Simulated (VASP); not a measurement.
# AlAs (F-43m) in VASP: G0W0 quasiparticle levels with PBE

Aim: the G0W0 quasiparticle levels of AlAs with PBE.

Everything below comes from runs of VASP 6.6.1. Logs are shortened: lines on timing, memory, paths and dates and some standing lists are left out, and cuts for length are marked.

### 1 The cell of the first run

It takes space group F-43m (No. 216, cubic). The conventional cell has a = 5.678 Å, b = 5.678 Å, c = 5.678 Å, α = 90.00°, β = 90.00°, γ = 90.00°. Al (site symmetry -43m) has 4 As at 2.46 Å within 3.2 Å. As (site symmetry -43m) has 4 Al at 2.46 Å within 3.2 Å.

### 2 G0W0 quasiparticle levels, PBE

File POSCAR:

```
AlAs
1.0
    0.0000000000      2.8389246377      2.8389246377
    2.8389246377      0.0000000000      2.8389246377
    2.8389246377      2.8389246377      0.0000000000
Al As
1 1
Direct
    0.0000000000      0.0000000000      0.0000000000
    0.2500000000      0.2500000000      0.2500000000
```

File INCAR.step1:

```
SYSTEM = AlAs
PREC = Accurate ; ENCUT = 500
EDIFF = 1E-8 ; ISMEAR = 0
SIGMA = 0.01 ; LREAL = .FALSE.
LASPH = .TRUE. ; NELM = 80
ALGO = Normal ; LWAVE = .TRUE.
LCHARG = .FALSE. ; GGA = PE
```

File INCAR.step2:

```
SYSTEM = AlAs
PREC = Accurate ; ENCUT = 500
EDIFF = 1E-8 ; ISMEAR = 0
SIGMA = 0.01 ; LREAL = .FALSE.
LASPH = .TRUE. ; NELM = 1
ALGO = Exact ; LWAVE = .TRUE.
LCHARG = .FALSE. ; GGA = PE
NBANDS = 78 ; LOPTICS = .TRUE.
ISTART = 1
```

File INCAR.step3:

```
SYSTEM = AlAs
PREC = Accurate ; ENCUT = 500
EDIFF = 1E-8 ; ISMEAR = 0
SIGMA = 0.01 ; LREAL = .FALSE.
LASPH = .TRUE. ; ALGO = EVGW0
LWAVE = .FALSE. ; LCHARG = .FALSE.
GGA = PE ; NELMGW = 1
NBANDS = 78 ; ENCUTGW = 80.0
NOMEGA = 48 ; PRECFOCK = Fast
ISTART = 1 ; NBANDSGW = 12
```

File KPOINTS:

```
Automatic mesh
0
G
  4 4 4
  0 0 0
```

Potentials or basis: VASP PAW PBE potentials, release 64 (Al_GW, As_GW).

Run with:

```console
$ cat potpaw_PBE.64/Al_GW/POTCAR potpaw_PBE.64/As_GW/POTCAR > POTCAR
$ cp INCAR.step1 INCAR
$ mpirun -np 1 vasp_std > vasp.out
$ cp INCAR.step2 INCAR
$ mpirun -np 1 vasp_std > vasp.out
$ cp INCAR.step3 INCAR
$ mpirun -np 1 vasp_std > vasp.out
```

OUTCAR:

```text
SYSTEM = AlAs
   PREC = Accurate
   ENCUT = 500
   EDIFF = 1E-8
   ISMEAR = 0
   LREAL = .FALSE.
   LASPH = .TRUE.
   GGA = PE
   NELMGW = 1
   ENCUTGW = 80.0
   PRECFOCK = Fast
   ISTART = 1

 ion  position               nearest neighbor table
   1  0.000  0.000  0.000-   2 2.46   2 2.46   2 2.46   2 2.46
   2  0.250  0.250  0.250-   1 2.46   1 2.46   1 2.46   1 2.46

  LATTYP: Found a face centered cubic cell.
 ALAT       =     5.6778492754

  Lattice vectors:

 A1 = (   0.0000000000,   2.8389246377,   2.8389246377)
 A2 = (   2.8389246377,   0.0000000000,   2.8389246377)
 A3 = (   2.8389246377,   2.8389246377,   0.0000000000)

Analysis of symmetry for initial positions (statically):
=====================================================================
 Subroutine PRICEL returns:
 Original cell was already a primitive cell.

 Routine SETGRP: Setting up the symmetry group for a
 face centered cubic supercell.

 Subroutine GETGRP returns: Found 24 space group operations
 (whereof 24 operations were pure point group operations)
 out of a pool of 48 trial point group operations.

The static configuration has the point symmetry T_d .

Analysis of symmetry for dynamics (positions and initial velocities):
=====================================================================
 Subroutine PRICEL returns:
 Original cell was already a primitive cell.

 Routine SETGRP: Setting up the symmetry group for a
 face centered cubic supercell.

 Subroutine GETGRP returns: Found 24 space group operations
 (whereof 24 operations were pure point group operations)
 out of a pool of 48 trial point group operations.

The dynamic configuration has the point symmetry T_d .

 Subroutine INISYM returns: Found 24 space group operations
 (whereof 24 operations are pure point group operations),
 and found     1 'primitive' translations

----------------------------------------------------------------------------------------

                                     Primitive cell

  volume of cell :      45.7606

  direct lattice vectors                    reciprocal lattice vectors
     0.000000000  2.838924638  2.838924638    -0.176123027  0.176123027  0.176123027
     2.838924638  0.000000000  2.838924638     0.176123027 -0.176123027  0.176123027
     2.838924638  2.838924638  0.000000000     0.176123027  0.176123027 -0.176123027

  length of vectors
     4.014845725  4.014845725  4.014845725     0.305054031  0.305054031  0.305054031

  position of ions in fractional coordinates (direct lattice)
     0.000000000  0.000000000  0.000000000
     0.250000000  0.250000000  0.250000000

  ion indices of the primitive-cell ions
   primitive index   ion index
                 1           1
                 2           2

----------------------------------------------------------------------------------------

 KPOINTS: Automatic mesh

Automatic generation of k-mesh.
 Grid dimensions read from file:
 generate k-points for:    4    4    4

 Generating k-lattice:

  Cartesian coordinates                     Fractional coordinates (reciprocal lattice)
    -0.044030757  0.044030757  0.044030757     0.250000000  0.000000000  0.000000000
     0.044030757 -0.044030757  0.044030757     0.000000000  0.250000000  0.000000000
     0.044030757  0.044030757 -0.044030757     0.000000000  0.000000000  0.250000000

  Length of vectors
     0.076263508  0.076263508  0.076263508

  Shift w.r.t. Gamma in fractional coordinates (k-lattice)
     0.000000000  0.000000000  0.000000000

 Subroutine IBZKPT returns following result:
 ===========================================

 Found      8 irreducible k-points:

 Following reciprocal coordinates:
            Coordinates               Weight
  0.000000  0.000000  0.000000      1.000000
  0.250000  0.000000  0.000000      8.000000
  0.500000  0.000000  0.000000      4.000000
  0.250000  0.250000  0.000000      6.000000
  0.500000  0.250000  0.000000     24.000000
 -0.250000  0.250000  0.000000     12.000000
  0.500000  0.500000  0.000000      3.000000
 -0.250000  0.500000  0.250000      6.000000
   k-points           NKPTS =      8   k-points in BZ     NKDIM =     64   number of bands    NBANDS=     78
   number of dos      NEDOS =    301   number of ions     NIONS =      2
   total plane-waves  NPLWV =  27000
   dimension x,y,z NGX =    30 NGY =   30 NGZ =   30
   dimension x,y,z NGXF=    60 NGYF=   60 NGZF=   60
   ions per type =               1   1
   NGX,Y,Z   is equivalent  to a cutoff of  12.42, 12.42, 12.42 a.u.
   NGXF,Y,Z  is equivalent  to a cutoff of  24.84, 24.84, 24.84 a.u.
 SYSTEM =  AlAs
   PREC   = accura    normal or accurate (medium, high low for compatibility)
   ISTART =      1    job   : 0-new  1-cont  2-samecut
   ICHARG =      0    charge: 1-file 2-atom 10-const
   ISPIN  =      1    spin polarized calculation?
   LNONCOLLINEAR =      F non collinear calculations
   LSORBIT =      F    spin-orbit coupling
   LASPH  =      T    aspherical Exc in radial PAW
   ENCUT  =  500.0 eV  36.75 Ry    6.06 a.u.   7.32  7.32  7.32*2*pi/ulx,y,z
   NELM   =     60;   NELMIN=  2; NELMDL=  0     # of ELM steps
   EDIFF  = 0.1E-07   stopping-criterion for ELM
   LREAL  =      F    real-space projection
   EDIFFG = 0.1E-06   stopping-criterion for IOM
   NSW    =      0    number of steps for IOM
   IBRION =     -1    ionic relax: 0-MD 1-quasi-New 2-CG
   NFREE  =      0    steps in history (QN), initial steepest desc. (CG)
   ISIF   =      0    stress and relaxation
   ISYM   =      3    0-nonsym 1-usesym 2-fastsym
   POTIM  = 0.5000    time-step for ionic-motion
   TEBEG  =    0.0;   TEEND  =   0.0 temperature during run
   PSTRESS=    0.0 pullay stress
   NELECT =       8.0000    total number of electrons
   NUPDOWN=      -1.0000    fix difference up-down
   EMIN   =  10.00;   EMAX   =-10.00  energy-range for DOS
   EFERMI =   0.00;   METHOD = LEGACY
   ISMEAR =     0;   SIGMA  =   0.01  broadening in eV -4-tet -1-fermi 0-gaus
   EFERMI_NEDOS =   21; number of points for ismear=-14 and -15
   IALGO  =     38    algorithm
   IMIX   =      4    mixing-type and parameters
     AMIX     =   0.40;   BMIX     =  1.00
     AMIX_MAG =   1.60;   BMIX_MAG =  1.00
  volume/ion in A,a.u.               =      22.88       154.40
  Fermi-wavevector in a.u.,A,eV,Ry     =   0.915393  1.729842 11.400927  0.837945
  Thomas-Fermi vector in A             =   2.040129
   LORBIT       =      0    0 simple, 1 ext, 2 COOP (PROOUT), +10 PAW based schemes
   GGA     = PE    functional components
   LHFCALC =     T    Hartree Fock is set to
   PRECFOCK=fast      Normal, Fast or Accurate (Low or Medium for compatibility)
   ENCUT4O =  -1.0   cutoff for four orbital integrals eV
   NKREDX  =     1    reduce k-point grid by
   NKREDY  =     1    reduce k-point grid by
   NKREDZ  =     1    reduce k-point grid by
   AEXX    =    1.0000 exact exchange contribution
   HFSCREEN=    0.0000 screening length (either q_TF or 0.3 A-1)
   HFSCREENC=   0.0000 screening length for correlation (either q_TF or 0.3 A-1)
   ENCUTFOCK=  -1.0 apply spherical cutoff to Coloumb kernel
   IVDW    =     0    specifies the selected vdW correction
   LEPSILON=     F    determine dielectric tensor
   LRPA    =     F    only Hartree local field effects (RPA)
   LRPAFORCE           =     F    calculate RPA forces
   ENCUTGW             =  80.0    cutoff for response function in eV
   ENCUTGWSOFT         =  64.0    soft cutoff for Coulomb kernel in GW response function in eV
   ENCUTLF             =  -1.0    cutoff for local field effects
   NELMGW              =     1    number of iterations in solving QP/BSE equation
   NELMHF              =     1    number of iterations in the inner HF iteration
   NKREDLFX            =     1    NKREDLFY  =   1   NKREDLFZ  =   1
 non-spin polarized calculation
 Gauss-broadening in eV      SIGMA  =   0.01
  energy-cutoff  :      500.00
  volume of cell :       45.76
 maximum number of plane-waves:      1211
 NGX is ok and might be reduce to    30
  NGX = 18; NGY = 18; NGZ = 18
   NGX = 15   NGY = 15   NGZ = 15
 maximum number of plane-waves:        80
 NGX is ok and might be reduce to    14

 QP shifts <psi_nk| G(iteration)W_0 |psi_nk>: iteration 1
 for sc-GW calculations column KS-energies equals QP-energies in previous step
 and V_xc(KS)=  KS-energies - (<T + V_ion + V_H > + <T+V_H+V_ion>^1  + <V_x>^1)

 k-point   1 :       0.0000    0.0000    0.0000
  band No.  KS-energies  QP-energies   sigma(KS)   V_xc(KS)     V^pw_x(r,r')   Z            occupation Imag(sigma)

      1      -8.4252      -8.8143     -11.4795     -10.8841     -17.8607       0.6535       2.0000       1.1360
      2       3.3925       3.0117     -11.7564     -11.2621     -13.2745       0.7705       2.0000       0.0700
      3       3.3925       3.0117     -11.7564     -11.2621     -13.2745       0.7705       2.0000       0.0700
      4       3.3925       3.0117     -11.7564     -11.2621     -13.2745       0.7705       2.0000       0.0700
      5       5.3615       5.8992      -9.2242      -9.9240      -5.5249       0.7685       0.0000      -0.0800
      6       7.6357       7.9037      -8.7656      -9.1224      -4.5399       0.7510       0.0000      -0.1074
      7       7.6357       7.9037      -8.7656      -9.1224      -4.5399       0.7510       0.0000      -0.1074
      8       7.6357       7.9037      -8.7656      -9.1224      -4.5399       0.7510       0.0000      -0.1074
      9      12.1957      12.2098      -7.4632      -7.4819      -2.2319       0.7555       0.0000      -0.3018
     10      12.3605      12.5985      -8.7328      -9.0539      -3.6563       0.7412       0.0000      -0.2428
     11      12.3605      12.5985      -8.7328      -9.0539      -3.6563       0.7412       0.0000      -0.2428
     12      14.7719      14.7414      -7.6292      -7.5885      -1.9939       0.7488       0.0000      -0.5444

 k-point   2 :       0.2500    0.0000    0.0000
  band No.  KS-energies  QP-energies   sigma(KS)   V_xc(KS)     V^pw_x(r,r')   Z            occupation Imag(sigma)
[... 97 lines left out ...]
      1      -6.4398      -6.6788     -12.1751     -11.8317     -17.8557       0.6963       2.0000       0.8488
      2      -1.6946      -2.2249     -10.7544      -9.9975     -14.0219       0.7005       2.0000       0.2368
      3       0.2371      -0.3460     -10.6473      -9.8523     -12.9547       0.7333       2.0000       0.1237
      4       0.5830       0.0229     -10.5268      -9.7709     -12.5957       0.7410       2.0000       0.1044
      5       7.7030       7.8326      -8.6426      -8.8128      -4.6139       0.7611       0.0000      -0.1078
      6       8.9720       9.3954      -9.4421     -10.0075      -4.9675       0.7488       0.0000      -0.1445
      7       9.0338       9.3196      -8.5187      -8.9020      -3.7180       0.7456       0.0000      -0.1651
      8       9.4169       9.5373      -8.4066      -8.5656      -3.9298       0.7569       0.0000      -0.1408
      9      13.9188      14.1949      -9.2654      -9.6471      -3.3382       0.7234       0.0000      -0.5099
     10      15.5963      15.9379      -9.6135     -10.0783      -3.7350       0.7349       0.0000      -0.5772
     11      15.9054      16.1593      -8.9993      -9.3434      -2.9808       0.7380       0.0000      -0.6590
     12      17.2066      17.5520      -9.2227      -9.6907      -3.2176       0.7381       0.0000      -0.6985
```

Wall time 3.5 min (1 thread of Intel Xeon 8259CL, shared host); peak memory 0.46 GiB.

Results:

```yaml
Quasiparticle_gap: 1.86 eV
Least_direct_quasiparticle_gap: 2.89 eV
Band_gap_of_the_starting_levels_on_the_mesh: 1.43 eV
Least_direct_gap_of_the_starting_levels_on_the_mesh: 1.97 eV
```

Caveat: the k points lie up to 0.48 Å⁻¹ apart; bands, screening cutoff and mesh are small and nothing is extrapolated, so the quasiparticle values aren't converged.
